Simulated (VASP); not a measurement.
Here is a VASP 6.6.1 calculation.

The input INCAR:

```
  PREC = Accurate
  ENCUT = 520
  EDIFF = 1E-6
  ISMEAR = 0
  SIGMA = 0.1
  LREAL = F
  LASPH = T
  NELM = 100
  ALGO = Normal
  ISIF = 2
  LWAVE = F
  LCHARG = T
  GGA = PS
  LELF = T
  LVHAR = T
  NBANDS = 16
```

KPOINTS

```
Automatic mesh
0
Gamma
  14 14 14
```

File POSCAR:

```
ZrS
1.0
    0.0000000000      2.5031346140      2.5031346140
    2.5031346140      0.0000000000      2.5031346140
    2.5031346140      2.5031346140      0.0000000000
Zr S
1 1
Direct
    0.0000000000      0.0000000000      0.0000000000
    0.5000000000      0.5000000000      0.5000000000
```

Potentials or basis: VASP PAW PBE potentials, release 64 (Zr_sv, S).

Command:

```console
$ cat potpaw_PBE.64/Zr_sv/POTCAR potpaw_PBE.64/S/POTCAR > POTCAR
$ mpirun -np 1 vasp_std > vasp.out
```

Question: Predict the band gap on the k mesh.

Answer: Zero (band 9 reaches 14.28 eV, above the bottom of band 10 at 10.75 eV).

Question: Estimate the pressure.

Answer: 17.5 GPa.

Caveat: the PAW data sets were made with another functional, which shifts forces and pressure a little.
